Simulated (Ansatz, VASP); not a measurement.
# HfN: VASP beside Ansatz

File INCAR:

```
  ALGO = Normal
  EDIFF = 1E-6
  ENCUT = 520
  GGA = CA
  ISIF = 2
  ISMEAR = -1
  LASPH = True
  LCHARG = False
  LREAL = False
  LWAVE = False
  NBANDS = 14
  NELM = 80
  PREC = Accurate
  SIGMA = 0.03
```

The input KPOINTS:

```
k-points
0
Gamma
  10 10 10
```

POSCAR

```
HfN
1.0
    0.0000000000      2.2128850196      2.2128850196
    2.2128850196      0.0000000000      2.2128850196
    2.2128850196      2.2128850196      0.0000000000
Hf N
1 1
Direct
    0.0000000000      0.0000000000      0.0000000000
    0.5000000000      0.5000000000      0.5000000000
```

Input for Ansatz:

```yaml
crystal:
  lattice:
    - [0.0, 2.2128850196, 2.2128850196]
    - [2.2128850196, 0.0, 2.2128850196]
    - [2.2128850196, 2.2128850196, 0.0]
  atoms:
    - { symbol: Hf, position: [0.0, 0.0, 0.0] }
    - { symbol: "N", position: [0.5, 0.5, 0.5] }
kpoints:
  mp_grid: { grid: [10, 10, 10] }
  band_path:
    path:
      - [0.0, 0.0, 0.0]
      - [0.5, 0.0, 0.5]
      - [0.625, 0.25, 0.625]
      - [0.375, 0.375, 0.75]
      - [0.0, 0.0, 0.0]
      - [0.5, 0.5, 0.5]
      - [0.5, 0.25, 0.75]
      - [0.5, 0.0, 0.5]
    npoints: 5
scf:
  occupations: { method: fermi_dirac, width: 0.03 }
hamiltonian:
  xc: lda
  pseudopotentials: { kind: all_electron, lapw: { basis_error: 0.001 } }
output:
  forces: true
  stress: true
  eigenvalues: true
```

Change from the starting cell: volume scaled by 0.94.

Alike in both runs: task single point; functional LDA; k mesh 10 × 10 × 10; occupations fermi-dirac, width 0.03 eV; no spin polarisation.

|  | VASP | Ansatz |
| --- | --- | --- |
| version | VASP 6.6.1 | Ansatz 0.2.0 |
| potentials or method | VASP PAW LDA potentials, release 64 (Hf_pv, N), cutoff 520 eV | all-electron LAPW, scalar-relativistic |

Ansatz gave:

| Property | Result |
| --- | --- |
| pressure (GPa) | 9.3 |

Estimate VASP's values.

pressure (GPa): 8.0.

LDA's correlation is that of Perdew and Zunger in VASP and of Perdew and Wang (1992) in Ansatz. Ansatz ran all-electron here, and VASP with PAW potentials.

Neither program's run includes spin-orbit coupling.
